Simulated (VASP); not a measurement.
Here is a VASP 6.6.1 calculation.

The input INCAR:

```
SYSTEM = Al2Te3H
  PREC = Accurate
  ENCUT = 520
  EDIFF = 1E-6
  ISMEAR = 0
  SIGMA = 0.1
  LREAL = .FALSE.
  LASPH = .TRUE.
  NELM = 100
  ALGO = Normal
  ISIF = 2
  LWAVE = .FALSE.
  LCHARG = .FALSE.
  GGA = PE
  NBANDS = 22
```

KPOINTS

```
Automatic mesh
0
G
  6 6 10
  0 0 0
```

POSCAR

```
Al2Te3H
1.0
    7.4428785520      0.0000000000      0.0000000000
   -3.7214392760      6.4457219034      0.0000000000
    0.0000000000      0.0000000000      3.7249107002
Al Te H
2 3 1
Direct
    0.6666666667      0.3333333333      0.5000000000
    0.3333333333      0.6666666667      0.5000000000
    0.0000000000      0.5000000000      0.0000000000
    0.5000000000      0.5000000000      0.0000000000
    0.5000000000      0.0000000000      0.0000000000
    0.0000000000      0.0000000000      0.5000000000
```

Potentials or basis: VASP PAW PBE potentials, release 64 (Al, Te, H).

Run with:

```console
$ cat potpaw_PBE.64/Al/POTCAR potpaw_PBE.64/Te/POTCAR potpaw_PBE.64/H/POTCAR > POTCAR
$ mpirun -np 1 vasp_std > vasp.out
```

(1) Predict the band gap on the k mesh.

(2) What does it give for the pressure?

Answers

(1) zero (an odd number of electrons rules out a gap without spin polarisation).

(2) 0.0 GPa.

Caveat: spin-orbit coupling is left out, which moves the levels of the heavy elements; an odd number of electrons without spin polarisation forces a metal; a magnetic or distorted state may lie lower.
